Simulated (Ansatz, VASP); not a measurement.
**ZnS: VASP beside Ansatz**

```xyz
2
Lattice="0.0000 2.7046 2.7046 2.5018 0.0000 2.7046 2.5018 2.7046 0.0000" Properties=species:S:1:pos:R:3 pbc="T T T"
Zn    0.0000    0.0000    0.0000
S     3.7527    4.0570    4.0570
```

Change from the starting cell: strain -0.0750 x Voigt [1, 0, 0, 0, 0, 0], atoms carried along.

Alike in both runs: task single point; functional r2SCAN; k mesh 8 × 8 × 8; occupations gaussian, width 0.05 eV; no spin polarisation.

|  | VASP | Ansatz |
| --- | --- | --- |
| version | VASP 6.6.1 | Ansatz 0.2.0 |
| potentials or method | VASP PAW PBE potentials, release 64 (Zn, S), cutoff 520 eV | scalar-relativistic, plane waves, PAW |
| valence electrons in the cell | 18 | 18 |

|  | VASP | Ansatz | Ansatz less VASP |
| --- | --- | --- | --- |
| gap on the k mesh at the Fermi level (eV) | 2.86 | 2.84 | -0.018 |
| least direct gap on the mesh (eV) | 2.86 | 2.84 | -0.018 |
| pressure (GPa) | 5.9 | 5.9 | -0.03 |
| traceless stress, the component that is largest in VASP (GPa) | 1.71 | 1.73 | +0.020 |

VASP's potentials were made for PBE, not for r2SCAN.
